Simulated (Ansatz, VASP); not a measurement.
## Si: VASP beside Ansatz

The input INCAR:

```
PREC     = Accurate       # precision mode
ENCUT    = 520            # plane-wave cutoff, eV
EDIFF    = 1E-7           # SCF threshold, eV
ISMEAR   = 0              # smearing method
SIGMA    = 0.15           # smearing width, eV
LREAL    = F              # projectors in reciprocal space
LASPH    = T              # aspherical terms in the spheres
NELM     = 80             # most SCF steps
ALGO     = Normal         # electronic algorithm
ISIF     = 2              # what is computed and relaxed
LWAVE    = F              # write WAVECAR
LCHARG   = F              # write CHGCAR
GGA      = CA             # functional
NBANDS   = 8              # bands
```

Contents of KPOINTS:

```
Automatic mesh
0
Gamma
  21 21 20
```

The input POSCAR:

```
Si
1.0
    2.6991590993      0.0000000000      0.0000000000
   -1.3495795497      2.3375403489      0.0000000000
    0.0000000000      0.0000000000      2.4663543900
Si
1
Direct
    0.0000000000      0.0000000000      0.0000000000
```

Input for Ansatz:

```yaml
crystal:
  lattice:
    - [2.6991590993, 0.0, 0.0]
    - [-1.3495795497, 2.3375403489, 0.0]
    - [0.0, 0.0, 2.46635439]
  atoms:
    - { symbol: Si, position: [0.0, 0.0, 0.0] }
basis:
  ecutwfc: 420
kpoints:
  mp_grid: { grid: [21, 21, 20] }
hamiltonian:
  xc: lda
scf:
  occupations: { method: gaussian, width: 0.15 }
output:
  forces: true
  stress: true
  eigenvalues: true
```

Change from the starting cell: strain +0.0300 x Voigt [1, 1, 0, 0, 0, 0], atoms carried along.

Alike in both runs: task single point; functional LDA; k mesh 21 × 21 × 20; occupations gaussian, width 0.15 eV; no spin polarisation.

|  | VASP | Ansatz |
| --- | --- | --- |
| version | VASP 6.6.1 | Ansatz 0.2.0 |
| potentials or method | VASP PAW LDA potentials, release 64 (Si), cutoff 520 eV | scalar-relativistic, plane waves, PAW |
| valence electrons in the cell | 4 | 4 |

|  | VASP | Ansatz | Ansatz less VASP |
| --- | --- | --- | --- |
| gap on the k mesh at the Fermi level (eV) | none | none | - |
| pressure (GPa) | -6.3 | -6.4 | -0.06 |
| traceless stress, the component that is largest in VASP (GPa) | 2.44 | 2.43 | -0.013 |

LDA's correlation is that of Perdew and Zunger in VASP and of Perdew and Wang (1992) in Ansatz. A gap of «none» marks a metal or a gap that the smearing closes.
